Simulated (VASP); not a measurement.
# HC12 in VASP: a series of runs, part 2 of 2

VASP 6.6.1.

## Step 3: Single point, PBEsol, collinear spin

File INCAR:

```
  PREC = Accurate
  ENCUT = 520
  EDIFF = 1E-6
  ISMEAR = 0
  SIGMA = 0.05
  LREAL = F
  LASPH = T
  NELM = 150
  ALGO = Fast
  ISIF = 2
  LWAVE = F
  LCHARG = T
  ISPIN = 2
  MAGMOM = 0 0 0 0 0 0 0 0 0 0 0 0 1
  LORBIT = 11
  LDIPOL = T
  IDIPOL = 3
  DIPOL = 0.5 0.5 0.326
  GGA = PS
  LELF = T
  LVHAR = T
  LVACPOTAV = T
  NBANDS = 40
```

File KPOINTS:

```
regular mesh
0
Gamma
  6 7 1
```

File POSCAR:

```
HC12
1.0
    4.9173188109      0.0000000000      0.0000000000
    0.6146780514      3.8391258797      0.0000000000
    0.0000000000      0.0000000000     20.2108743161
C H
12 1
Direct
    0.3590054871      0.1281660241      0.1979132588
    0.8590054871      0.1281660241      0.1979132588
    0.1025532572      0.1794433159      0.2316595767
    0.6025532572      0.1794433159      0.2316595767
    0.0897848593      0.2819706941      0.2991343083
    0.5897848593      0.2819706941      0.2991343083
    0.3334002075      0.3331078549      0.3318096857
    0.8334002075      0.3331078549      0.3318096857
    0.3193211503      0.4460785665      0.4022878746
    0.8193211503      0.4460785665      0.4022878746
    0.0634071465      0.4935789343      0.4309993808
    0.5634071465      0.4935789343      0.4309993808
    0.4384071465      0.9935789343      0.4541986743
```

Potentials or basis: VASP PAW PBE potentials, release 64 (C, H).

On the command line:

```bash
> cat potpaw_PBE.64/C/POTCAR potpaw_PBE.64/H/POTCAR > POTCAR
> mpirun -np 1 vasp_std > vasp.out
```

OUTCAR:

```text
PREC = Accurate
   ENCUT = 520
   EDIFF = 1E-6
   ISMEAR = 0
   LREAL = F
   LASPH = T
   NELM = 150
   ISIF = 2
   ISPIN = 2
   LORBIT = 11
   GGA = PS

 ion  position               nearest neighbor table
   1  0.359  0.128  0.198-   4 1.42   3 1.42
   2  0.859  0.128  0.198-   3 1.42   4 1.42
   3  0.103  0.179  0.232-   2 1.42   5 1.42   1 1.42
   4  0.603  0.179  0.232-   1 1.42   6 1.42   2 1.42
   5  0.090  0.282  0.299-   8 1.41   7 1.41   3 1.42
   6  0.590  0.282  0.299-   7 1.41   8 1.41   4 1.42
   7  0.333  0.333  0.332-   6 1.41   5 1.41   9 1.49
   8  0.833  0.333  0.332-   5 1.41   6 1.41  10 1.49
   9  0.319  0.446  0.402-  11 1.37  12 1.37   7 1.49
  10  0.819  0.446  0.402-  12 1.37  11 1.37   8 1.49
  11  0.063  0.494  0.431-   9 1.37  10 1.37
  12  0.563  0.494  0.431-  10 1.37   9 1.37
  13  0.438  0.994  0.454-

  LATTYP: Found a simple monoclinic cell.
 ALAT       =     3.8880221999
 B/A-ratio  =     5.1982404618
 C/A-ratio  =     1.2647352711
 COS(beta)  =    -0.1580953039

  Lattice vectors:

 A1 = (   0.6146780514,   3.8391258797,   0.0000000000)
 A2 = (   0.0000000000,   0.0000000000, -20.2108743161)
 A3 = (  -4.9173188109,   0.0000000000,   0.0000000000)

Analysis of symmetry for initial positions (statically):
=====================================================================
 Subroutine PRICEL returns:
 Original cell was already a primitive cell.

 Routine SETGRP: Setting up the symmetry group for a
 simple monoclinic supercell.

 Subroutine GETGRP returns: Found  1 space group operations
 (whereof  1 operations were pure point group operations)
 out of a pool of  4 trial point group operations.

The static configuration has the point symmetry C_1 .

Analysis of symmetry for dynamics (positions and initial velocities):
=====================================================================
 Subroutine PRICEL returns:
 Original cell was already a primitive cell.

 Routine SETGRP: Setting up the symmetry group for a
 simple monoclinic supercell.

 Subroutine GETGRP returns: Found  1 space group operations
 (whereof  1 operations were pure point group operations)
 out of a pool of  4 trial point group operations.

The dynamic configuration has the point symmetry C_1 .

Analysis of structural, dynamic, and magnetic symmetry:
=====================================================================
 Subroutine PRICEL returns:
 Original cell was already a primitive cell.

 Routine SETGRP: Setting up the symmetry group for a
 simple monoclinic supercell.

 Subroutine GETGRP returns: Found  1 space group operations
 (whereof  1 operations were pure point group operations)
 out of a pool of  4 trial point group operations.

The overall configuration has the point symmetry C_1 .

 Subroutine INISYM returns: Found  1 space group operations
 (whereof  1 operations are pure point group operations),
 and found     1 'primitive' translations

----------------------------------------------------------------------------------------

                                     Primitive cell

  volume of cell :     381.5450

  direct lattice vectors                    reciprocal lattice vectors
[... 139 lines left out ...]
 Gauss-broadening in eV      SIGMA  =   0.05
  energy-cutoff  :      520.00
  volume of cell :      381.55
 maximum number of plane-waves:     10303
 NGX is ok and might be reduce to    40
   NGX = 19   NGY = 15   NGZ = 75

 dipolmoment           0.000000      0.000000      0.002379 electrons x Angstroem

 number of electron      48.9999996 magnetization       0.4520742

 dipolmoment           0.000000      0.000000     -0.054688 electrons x Angstroem

 Free energy of the ion-electron system (eV)
  ---------------------------------------------------
  ext. energy  EPLUGINS =         0.00000000
  ---------------------------------------------------
  free energy    TOTEN  =      -104.90485243 eV

  energy without entropy =     -104.89535596  energy(sigma->0) =     -104.90010420

 E-fermi :  -3.0437     XC(G=0):  -3.8456

 val. band max:       -3.0548930722   @ k =   0.3333   0.2857   0.0000
 cond. band min:      -3.0421761637   @ k =   0.3333   0.2857   0.0000
 fundamental gap:      0.0127169085
 Fermi energy:        -3.0436771239

 spin component 1

 k-point     1 :       0.0000    0.0000    0.0000
  band No.  band energies     occupation
      1     -21.9861      1.00000
      2     -20.3777      1.00000
      3     -17.9303      1.00000
      4     -17.7457      1.00000
      5     -17.7073      1.00000
      6     -16.3105      1.00000
[... 847 lines left out ...]
     35       5.3644      0.00000
     36       5.4174      0.00000
 Fermi energy:        -3.0436771239

 spin component 2

 k-point     1 :       0.0000    0.0000    0.0000
  band No.  band energies     occupation
      1     -21.9346      1.00000
      2     -20.2930      1.00000
      3     -17.9339      1.00000
      4     -17.7384      1.00000
      5     -17.6098      1.00000
      6     -16.0207      1.00000
[... 847 lines left out ...]
     35       5.4011      0.00000
     36       5.4984      0.00000
 [bands above 36 left out]

------------------------ aborting loop because EDIFF is reached ----------------------------------------

  FORCE on cell =-STRESS in cart. coord.  units (eV):
  Direction    XX          YY          ZZ          XY          YZ          ZX
  --------------------------------------------------------------------------------------
  -------------------------------------------------------------------------------------
  Total        2.6305519     -5.0958890      1.6146926      0.7778004      0.5028535      0.5444875
  in kB       11.0461677    -21.3985685      6.7803891      3.2661258      2.1115738      2.2864024
  external PRESSURE =      -1.1906705 kB  Pullay stress =       0.0000000 kB

 VOLUME and BASIS-vectors are now :
 -----------------------------------------------------------------------------
  energy-cutoff  :      520.00
  volume of cell :      381.55
      direct lattice vectors                 reciprocal lattice vectors
     4.917318811  0.000000000  0.000000000     0.203362857 -0.032560194  0.000000000
     0.614678051  3.839125880  0.000000000     0.000000000  0.260475960  0.000000000
     0.000000000  0.000000000 20.210874316     0.000000000  0.000000000  0.049478315

 POSITION                                       TOTAL-FORCE (eV/Angst)
 -----------------------------------------------------------------------------------
      1.84413      0.49205      4.00000        -0.022213      0.688928      2.391927
      4.30278      0.49205      4.00000         0.047372      0.141940      0.788308
      0.61459      0.68891      4.68204        -0.327991     -0.790086     -2.937014
      3.07325      0.68891      4.68204         0.293999     -0.807615     -2.908212
      0.61482      1.08252      6.04577         0.292692      0.270137      0.995508
      3.07348      1.08252      6.04577        -0.242440      0.379587      1.060394
      1.84419      1.27884      6.70616        -0.330447      0.077475      0.773183
      4.30285      1.27884      6.70616         0.149348      0.004357      0.776968
      1.84440      1.71255      8.13059        -0.329370     -1.004644     -1.713919
      4.30306      1.71255      8.13059         0.534641     -0.523365     -1.256933
      0.61519      1.89491      8.71087        -0.428924      0.331164      0.007589
      3.07384      1.89491      8.71087        -0.523645      3.379287      2.031851
      2.76652      3.81447      9.17975         0.886980     -2.147164     -0.009650
 -----------------------------------------------------------------------------------
    total drift:                                0.000012     -0.000237      0.001554

  FREE ENERGIE OF THE ION-ELECTRON SYSTEM (eV)
  ---------------------------------------------------
  free  energy   TOTEN  =      -104.9048524318 eV

  energy  without entropy=     -104.8953559593  energy(sigma->0) =     -104.90010420

 vacuum level on the upper side and lower side of the slab         2.720         3.244

 total charge

# of ion       s       p       d       tot
------------------------------------------
    1        0.889   1.525   0.000   2.414
    2        0.895   1.541   0.000   2.437
    3        0.863   1.773   0.000   2.637
    4        0.863   1.774   0.000   2.637
    5        0.869   1.786   0.000   2.655
    6        0.869   1.784   0.000   2.653
    7        0.863   1.755   0.000   2.617
    8        0.860   1.754   0.000   2.614
    9        0.876   1.777   0.000   2.653
   10        0.867   1.787   0.000   2.655
   11        0.884   1.638   0.000   2.522
   12        0.871   1.638   0.000   2.509
   13        0.347   0.005   0.000   0.352
--------------------------------------------------
tot         10.816  20.540   0.000  31.356

 magnetization (x)

# of ion       s       p       d       tot
------------------------------------------
    1       -0.079  -0.397   0.000  -0.475
    2        0.000  -0.006   0.000  -0.006
    3       -0.002   0.006   0.000   0.004
    4       -0.002   0.007   0.000   0.005
    5       -0.006  -0.039   0.000  -0.044
    6       -0.004  -0.031   0.000  -0.035
    7        0.008   0.066   0.000   0.074
    8        0.008   0.054   0.000   0.062
    9       -0.002  -0.021   0.000  -0.023
   10       -0.000  -0.029   0.000  -0.029
   11        0.070   0.476   0.000   0.546
   12        0.031   0.187   0.000   0.218
   13       -0.045   0.000   0.000  -0.045
--------------------------------------------------
tot         -0.023   0.274   0.000   0.251
```

Wall time 58 min (1 thread of Oxide Virtual Turin-like, shared host); peak memory 0.8 GiB.

Results:

| Item | Value |
| --- | --- |
| Free energy | -104.9049 eV |
| Largest force | 3.978 eV/Å |
| Net moment | 0.45 μB per cell |
| Site moments | C -0.47, -0.01, +0.00, +0.01, -0.04, +0.07, +0.06, -0.02, -0.03, +0.55, +0.22 (each value once); H -0.04 μB |
| Valence electrons inside the program's atomic spheres | C 2.41, 2.44, 2.64, 2.65, 2.62, 2.61, 2.52, 2.51 (each value once); H 0.35 |

Forces on the atoms (eV/Å):
```
C   -0.022  0.689  2.392
C    0.047  0.142  0.788
C   -0.328 -0.790 -2.937
C    0.294 -0.808 -2.908
C    0.293  0.270  0.996
C   -0.242  0.380  1.060
C   -0.330  0.077  0.773
C    0.149  0.004  0.777
C   -0.329 -1.005 -1.714
C    0.535 -0.523 -1.257
C   -0.429  0.331  0.008
C   -0.524  3.379  2.032
H    0.887 -2.147 -0.010
```

Caveat: the PAW data sets were made with another functional, which shifts forces and pressure a little.

## Step 4: Single point, PBEsol, collinear spin

File INCAR:

```
SYSTEM = HC12
ALGO = Normal
DIPOL = 0.5 0.5 0.327
EDIFF = 1E-6
ENCUT = 520
GGA = PS
IDIPOL = 3
ISIF = 2
ISMEAR = 0
ISPIN = 2
LASPH = .True.
LCHARG = .False.
LDIPOL = .True.
LORBIT = 11
LREAL = .False.
LWAVE = .False.
MAGMOM = 0 0 0 0 0 0 0 0 0 0 0 0 1
NBANDS = 40
NELM = 150
PREC = Accurate
SIGMA = 0.05
```

File KPOINTS:

```
k-points
0
Gamma
  6 7 1
  0 0 0
```

POSCAR, as its differences from that of step 3:

```diff
@@ -20,2 +20,2 @@
     0.5634071465      0.4935789343      0.4309993808
-    0.4384071465      0.9935789343      0.4541986743
+    0.0634071465      0.9935789343      0.4570621487
```

On the command line:

```bash
> cat potpaw_PBE.64/C/POTCAR potpaw_PBE.64/H/POTCAR > POTCAR
> mpirun -np 1 vasp_std > vasp.out
```

It took 58 min on 1 thread of Oxide Virtual Turin-like, shared host; peak memory 0.79 GiB.

It converged, with:

```yaml
Free_energy: -104.8534 eV
Largest_force: 3.163 eV/Å
Net_moment: 0.95 μB per cell
Site_moments: C +0.48, +0.02, +0.00, +0.01, +0.03, -0.01 (each value once); H -0.00 μB
Valence_electrons_inside_the_program's_atomic_spheres: C 2.41, 2.44, 2.63, 2.64, 2.65, 2.66, 2.61, 2.51, 2.53 (each value once); H 0.35
```

Forces in eV/Å, atoms in the order of the input:
```
C    0.017  0.672  2.375
C    0.078  0.179  0.755
C   -0.354 -0.887 -3.016
C    0.304 -0.827 -2.950
C    0.167  0.417  1.278
C   -0.107  0.323  1.097
C    0.226 -0.016  0.553
C   -0.295  0.118  0.617
C    1.018 -0.387 -1.114
C   -1.068 -0.224 -1.558
C    0.374  1.859  2.219
C   -0.074  0.075 -0.263
H   -0.287 -1.300  0.006
```

Levels at points of the mesh, in eV from the Fermi level:
Spin up:
```csv
k point,band 23,band 24,band 25,band 26,band 27,band 28
"(0.00, 0.00, 0.00)",-1.58,-0.47,0.01,0.52,0.56,1.68
"(0.50, 0.00, 0.00)",-1.83,-1.52,-0.18,-0.07,1.86,2.66
```
Spin down:
| k point | band 22 | band 23 | band 24 | band 25 | band 26 | band 27 |
| --- | --- | --- | --- | --- | --- | --- |
| (0.00, 0.00, 0.00) | -1.63 | -0.44 | -0.08 | 0.40 | 0.54 | 0.99 |
| (0.50, 0.00, 0.00) | -1.80 | -1.51 | -0.14 | -0.03 | 0.46 | 1.87 |

Caveat: the PAW data sets were made with another functional, which shifts forces and pressure a little.

## Step 5: Overview

| cell | gap on the mesh (eV) | moment (μB) | largest force (eV/Å) |
| --- | --- | --- | --- |
| as given, atomic positions A | none | 0.36 | 4.95 |
| as given, atomic positions B | none | 0.45 | 3.98 |
| as given, atomic positions C | none | 0.95 | 3.16 |

Alike in all rows: task single point; level PBEsol; potentials or basis VASP PAW PBE potentials, release 64 (C, H); spin collinear; k mesh 6 × 7 × 1; cutoff (eV) 520; smearing gaussian 0.05 eV.

Caveats: the PAW data sets were made with another functional, which shifts forces and pressure a little.

Absolute energies hang on the potentials; compare differences alone.
